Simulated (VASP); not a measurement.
# ZrB3 (P6/mmm) in VASP: notebook, part 2 of 2

VASP 6.6.1. Earlier steps stand in the parts before.

## 4. Relaxation of cell and atoms, PBE

This run uses another cell than the first one: it holds 4 atoms, not 8.

Input file INCAR:

```
ALGO = Normal
EDIFF = 1E-7
EDIFFG = -0.01
ENCUT = 500
GGA = PE
GGA_COMPAT = False
IBRION = 2
ISIF = 3
ISMEAR = 0
LASPH = True
LCHARG = False
LREAL = False
LWAVE = False
NELM = 120
NELMIN = 4
NSW = 100
PREC = Accurate
SIGMA = 0.1
```

Input file KPOINTS:

```
k-points
0
Gamma
  15 15 14
```

Input file POSCAR:

```
ZrB3
1.0
    3.5795750349      0.0000000000      0.0000000000
   -1.7897875175      3.1000029150      0.0000000000
    0.0000000000      0.0000000000      3.5832276540
Zr B
1 3
Direct
    0.0000000000      0.0000000000      0.0000000000
    0.5000000000      0.5000000000      0.5000000000
    0.0000000000      0.5000000000      0.5000000000
    0.5000000000      0.0000000000      0.5000000000
```

Potentials or basis: VASP PAW PBE potentials, release 64 (Zr_sv, B).

On the command line:

```sh
> cat potpaw_PBE.64/Zr_sv/POTCAR potpaw_PBE.64/B/POTCAR > POTCAR
> mpirun -np 1 vasp_std > vasp.out
```

OUTCAR:

```text
EDIFF = 1E-7
   EDIFFG = -0.01
   ENCUT = 500
   GGA = PE
   IBRION = 2
   ISIF = 3
   ISMEAR = 0
   LASPH = True
   LREAL = False
   NELM = 120
   NELMIN = 4
   NSW = 100
   PREC = Accurate

 ion  position               nearest neighbor table
   1  0.000  0.000  0.000-   2 2.53   2 2.53   2 2.53   2 2.53   4 2.53   4 2.53   4 2.53   4 2.53
                             3 2.53   3 2.53   3 2.53   3 2.53
   2  0.500  0.500  0.500-   3 1.79   3 1.79   4 1.79   4 1.79   1 2.53   1 2.53   1 2.53   1 2.53

   3  0.000  0.500  0.500-   4 1.79   4 1.79   2 1.79   2 1.79   1 2.53   1 2.53   1 2.53   1 2.53

   4  0.500  0.000  0.500-   3 1.79   3 1.79   2 1.79   2 1.79   1 2.53   1 2.53   1 2.53   1 2.53

  LATTYP: Found a hexagonal cell.
 ALAT       =     3.5795750349
 C/A-ratio  =     1.0010204058

  Lattice vectors:

 A1 = (   3.5795750349,   0.0000000000,   0.0000000000)
 A2 = (  -1.7897875175,   3.1000029150,   0.0000000000)
 A3 = (   0.0000000000,   0.0000000000,   3.5832276540)

Analysis of symmetry for initial positions (statically):
=====================================================================
 Subroutine PRICEL returns:
 Original cell was already a primitive cell.

 Routine SETGRP: Setting up the symmetry group for a
 hexagonal supercell.

 Subroutine GETGRP returns: Found 24 space group operations
 (whereof 24 operations were pure point group operations)
 out of a pool of 24 trial point group operations.

The static configuration has the point symmetry D_6h.

Analysis of symmetry for dynamics (positions and initial velocities):
=====================================================================
 Subroutine PRICEL returns:
 Original cell was already a primitive cell.

 Routine SETGRP: Setting up the symmetry group for a
 hexagonal supercell.

 Subroutine GETGRP returns: Found 24 space group operations
 (whereof 24 operations were pure point group operations)
 out of a pool of 24 trial point group operations.

The dynamic configuration has the point symmetry D_6h.

 Subroutine INISYM returns: Found 24 space group operations
 (whereof 24 operations are pure point group operations),
 and found     1 'primitive' translations

----------------------------------------------------------------------------------------

                                     Primitive cell

  volume of cell :      39.7620

  direct lattice vectors                    reciprocal lattice vectors
     3.579575035  0.000000000  0.000000000     0.279362771  0.161290171  0.000000000
    -1.789787517  3.100002915  0.000000000     0.000000000  0.322580342  0.000000000
     0.000000000  0.000000000  3.583227654     0.000000000  0.000000000  0.279077998

  length of vectors
     3.579575035  3.579575035  3.583227654     0.322580342  0.322580342  0.279077998

  position of ions in fractional coordinates (direct lattice)
     0.000000000  0.000000000  0.000000000
     0.500000000  0.500000000  0.500000000
     0.000000000  0.500000000  0.500000000
     0.500000000  0.000000000  0.500000000

  ion indices of the primitive-cell ions
   primitive index   ion index
                 1           1
                 2           2
                 3           3
                 4           4

[... 60 lines left out ...]
   NGXF,Y,Z  is equivalent  to a cutoff of  26.01, 26.01, 25.98 a.u.
 SYSTEM =  unknown system
   PREC   = accura    normal or accurate (medium, high low for compatibility)
   ISTART =      0    job   : 0-new  1-cont  2-samecut
   ICHARG =      2    charge: 1-file 2-atom 10-const
   ISPIN  =      1    spin polarized calculation?
   LNONCOLLINEAR =      F non collinear calculations
   LSORBIT =      F    spin-orbit coupling
   LASPH  =      T    aspherical Exc in radial PAW
   ENCUT  =  500.0 eV  36.75 Ry    6.06 a.u.   6.53  6.53  6.53*2*pi/ulx,y,z
   NELM   =    120;   NELMIN=  4; NELMDL= -5     # of ELM steps
   EDIFF  = 0.1E-06   stopping-criterion for ELM
   LREAL  =      F    real-space projection
   EDIFFG = -.1E-01   stopping-criterion for IOM
   NSW    =    100    number of steps for IOM
   IBRION =      2    ionic relax: 0-MD 1-quasi-New 2-CG
   NFREE  =      1    steps in history (QN), initial steepest desc. (CG)
   ISIF   =      3    stress and relaxation
   ISYM   =      2    0-nonsym 1-usesym 2-fastsym
   POTIM  = 0.5000    time-step for ionic-motion
   TEBEG  =    0.0;   TEEND  =   0.0 temperature during run
   PSTRESS=    0.0 pullay stress
   NELECT =      21.0000    total number of electrons
   NUPDOWN=      -1.0000    fix difference up-down
   EMIN   =  10.00;   EMAX   =-10.00  energy-range for DOS
   EFERMI =   0.00;   METHOD = LEGACY
   ISMEAR =     0;   SIGMA  =   0.10  broadening in eV -4-tet -1-fermi 0-gaus
   EFERMI_NEDOS =   21; number of points for ismear=-14 and -15
   IALGO  =     38    algorithm
   IMIX   =      4    mixing-type and parameters
     AMIX     =   0.40;   BMIX     =  1.00
     AMIX_MAG =   1.60;   BMIX_MAG =  1.00
  volume/ion in A,a.u.               =       9.94        67.08
  Fermi-wavevector in a.u.,A,eV,Ry     =   1.323301  2.500676 23.825505  1.751125
  Thomas-Fermi vector in A             =   2.452919
   LORBIT       =      0    0 simple, 1 ext, 2 COOP (PROOUT), +10 PAW based schemes
   GGA     = PE    functional components
   LHFCALC =     F    Hartree Fock is set to
   AEXX    =    0.0000 exact exchange contribution
   IVDW    =     0    specifies the selected vdW correction
   LEPSILON=     F    determine dielectric tensor
   LRPA    =     F    only Hartree local field effects (RPA)
 conjugate gradient relaxation of ions
 non-spin polarized calculation
 Gauss-broadening in eV      SIGMA  =   0.10
  energy-cutoff  :      500.00
  volume of cell :       39.76
 maximum number of plane-waves:      1057
 NGX is ok and might be reduce to    28

 number of electron      21.0000001 magnetization

 Free energy of the ion-electron system (eV)
  ---------------------------------------------------
  ext. energy  EPLUGINS =         0.00000000
  ---------------------------------------------------
  free energy    TOTEN  =       -29.44937816 eV

  energy without entropy =      -29.44491223  energy(sigma->0) =      -29.44714520

 E-fermi :   9.7026     XC(G=0): -12.0396

 val. band max:        9.6963543648   @ k =   0.4000  -0.0000   0.0000
 cond. band min:       9.7032624863   @ k =   0.2667   0.0000   0.3571
 fundamental gap:      0.0069081216
 Fermi energy:         9.7026472132

 k-point     1 :       0.0000    0.0000    0.0000
  band No.  band energies     occupation
      1     -39.3116      2.00000
      2     -17.5571      2.00000
      3     -17.2369      2.00000
      4     -17.2369      2.00000
      5      -4.4806      2.00000
      6       2.4616      2.00000
      7       5.7532      2.00000
      8       6.6802      2.00000
      9       6.6802      2.00000
     10       7.1339      2.00000
     11       7.5793      2.00000
     12       7.5793      2.00000
     13      11.3617      0.00000
     14      11.3617      0.00000
[... 377 lines left out ...]
      1     -39.2833      2.00000
      2     -17.5240      2.00000
      3     -17.4913      2.00000
      4     -17.3831      2.00000
      5      -1.4367      2.00000
      6      -1.0876      2.00000
      7       1.6009      2.00000
      8       5.5322      2.00000
      9       7.3099      2.00000
     10       7.7625      2.00000
     11      10.4665      0.00000
     12      10.6541      0.00000
     13      12.2839      0.00000
     14      12.6882      0.00000

 [... further k-points ...]

------------------------ aborting loop because EDIFF is reached ----------------------------------------

  FORCE on cell =-STRESS in cart. coord.  units (eV):
  Direction    XX          YY          ZZ          XY          YZ          ZX
  --------------------------------------------------------------------------------------
  -------------------------------------------------------------------------------------
  Total       -0.0218206     -0.0218206      0.0077491      0.0000000      0.0000000      0.0000000
  in kB       -0.8792438     -0.8792438      0.3122450      0.0000000      0.0000000      0.0000000
  external PRESSURE =      -0.4820809 kB  Pullay stress =       0.0000000 kB

 VOLUME and BASIS-vectors are now :
 -----------------------------------------------------------------------------
  energy-cutoff  :      500.00
  volume of cell :       39.76
      direct lattice vectors                 reciprocal lattice vectors
     3.579575035  0.000000000  0.000000000     0.279362771  0.161290171  0.000000000
    -1.789787517  3.100002915  0.000000000     0.000000000  0.322580342  0.000000000
     0.000000000  0.000000000  3.583227654     0.000000000  0.000000000  0.279077998

 POSITION                                       TOTAL-FORCE (eV/Angst)
 -----------------------------------------------------------------------------------
      0.00000      0.00000      0.00000         0.000000      0.000000      0.000000
      0.89489      1.55000      1.79161        -0.000000      0.000000      0.000000
     -0.89489      1.55000      1.79161        -0.000000      0.000000      0.000000
      1.78979      0.00000      1.79161        -0.000000      0.000000      0.000000
 -----------------------------------------------------------------------------------
    total drift:                               -0.000000     -0.000000      0.000000

  FREE ENERGIE OF THE ION-ELECTRON SYSTEM (eV)
  ---------------------------------------------------
  free  energy   TOTEN  =       -29.4493781635 eV

  energy  without entropy=      -29.4449122331  energy(sigma->0) =      -29.44714520

 reached required accuracy - stopping structural energy minimisation
```

OSZICAR:

```text
N       E                     dE             d eps       ncg     rms          rms(c)
DAV:   1     0.123765355363E+03    0.12377E+03   -0.10790E+04  6048   0.139E+03
DAV:   2    -0.263074592796E+02   -0.15007E+03   -0.14790E+03  7478   0.339E+02
DAV:   3    -0.329313599885E+02   -0.66239E+01   -0.65050E+01 10402   0.619E+01
DAV:   4    -0.330502715879E+02   -0.11891E+00   -0.11879E+00  7522   0.740E+00
DAV:   5    -0.330526773479E+02   -0.24058E-02   -0.24057E-02  9218   0.843E-01    0.192E+01
DAV:   6    -0.294220456448E+02    0.36306E+01   -0.15933E+01  7266   0.232E+01    0.746E+00
DAV:   7    -0.294496515553E+02   -0.27606E-01   -0.82646E-01  9500   0.554E+00    0.354E+00
DAV:   8    -0.294509388859E+02   -0.12873E-02   -0.77533E-02  7130   0.250E+00    0.966E-01
DAV:   9    -0.294494450750E+02    0.14938E-02   -0.12398E-02  7644   0.798E-01    0.986E-02
DAV:  10    -0.294493715714E+02    0.73504E-04   -0.45785E-04  7898   0.193E-01    0.361E-02
DAV:  11    -0.294493773305E+02   -0.57591E-05   -0.27493E-05  8050   0.539E-02    0.170E-02
DAV:  12    -0.294493781096E+02   -0.77917E-06   -0.47515E-06  7440   0.214E-02    0.164E-03
DAV:  13    -0.294493782252E+02   -0.11553E-06   -0.25519E-07  6770   0.460E-03    0.105E-03
DAV:  14    -0.294493781635E+02    0.61693E-07   -0.23533E-08  3852   0.167E-03
   1 F= -.29449378E+02 E0= -.29447145E+02  d E =-.294494E+02
```

CONTCAR:

```text
ZrB3
   1.00000000000000
     3.5795750349000000    0.0000000000000000    0.0000000000000000
    -1.7897875175000000    3.1000029150000001    0.0000000000000000
     0.0000000000000000    0.0000000000000000    3.5832276539999999
  Zr              B
     1     3
Direct
     0.0000000000000000    0.0000000000000000    0.0000000000000000
     0.5000000000000000    0.5000000000000000    0.5000000000000000
     0.0000000000000000    0.5000000000000000    0.5000000000000000
     0.5000000000000000    0.0000000000000000    0.5000000000000000

  0.00000000E+00  0.00000000E+00  0.00000000E+00
  0.00000000E+00  0.00000000E+00  0.00000000E+00
  0.00000000E+00  0.00000000E+00  0.00000000E+00
  0.00000000E+00  0.00000000E+00  0.00000000E+00
```

Run time: 50 s. Hardware: 1 thread of Intel Xeon 6975P-C (Granite Rapids), shared host; peak memory 0.25 GiB.

What came out:

| Quantity | Value |
| --- | --- |
| Free energy | -29.4494 eV |
| Pressure after relaxing | 0.0 GPa |
| Band gap on the k mesh | zero (an odd number of electrons rules out a gap without spin polarisation) |

Stress tensor (GPa, compression positive):
```
-0.09  0.00  0.00
 0.00 -0.09  0.00
 0.00  0.00  0.03
```

Final structure:
```yaml
crystal:
  lattice:
    - [3.57958, 0.00000, 0.00000]
    - [-1.78979, 3.10000, 0.00000]
    - [0.00000, 0.00000, 3.58323]
  atoms:
    - { symbol: Zr, position: [0.00000, 0.00000, 0.00000] }
    - { symbol: B, position: [0.50000, 0.50000, 0.50000] }
    - { symbol: B, position: [0.00000, 0.50000, 0.50000] }
    - { symbol: B, position: [0.50000, 0.00000, 0.50000] }
```

Caveat: the relaxation stopped at its first step, so nothing moved.

## 5. The runs side by side

```csv
task,cell,k mesh,gap on the mesh (eV),pressure (GPa)
single point,"a = 3.580, b = 3.580, c = 7.166 Å, angles 90.0, 90.0, 120.0°, 8 atoms, atomic positions A",6 × 6 × 4,none,0.1
single point,"a = 3.579, b = 3.579, c = 3.582 Å, angles 90.0, 90.0, 120.0°, 4 atoms, atomic positions B",15 × 15 × 14,none,0.1
relaxation of cell and atoms,"relaxed from a = 3.580, b = 3.580, c = 3.583 Å, angles 90.0, 90.0, 120.0°, 4 atoms, atomic positions B",15 × 15 × 14,none,0.0
```

Alike in all rows: level PBE; potentials or basis VASP PAW PBE potentials, release 64 (Zr_sv, B); no spin polarisation; cutoff (eV) 500; smearing gaussian 0.1 eV.

Caveats: the relaxation stopped at its first step, so nothing moved (at least some runs).

Absolute energies hang on the potentials; compare differences alone.
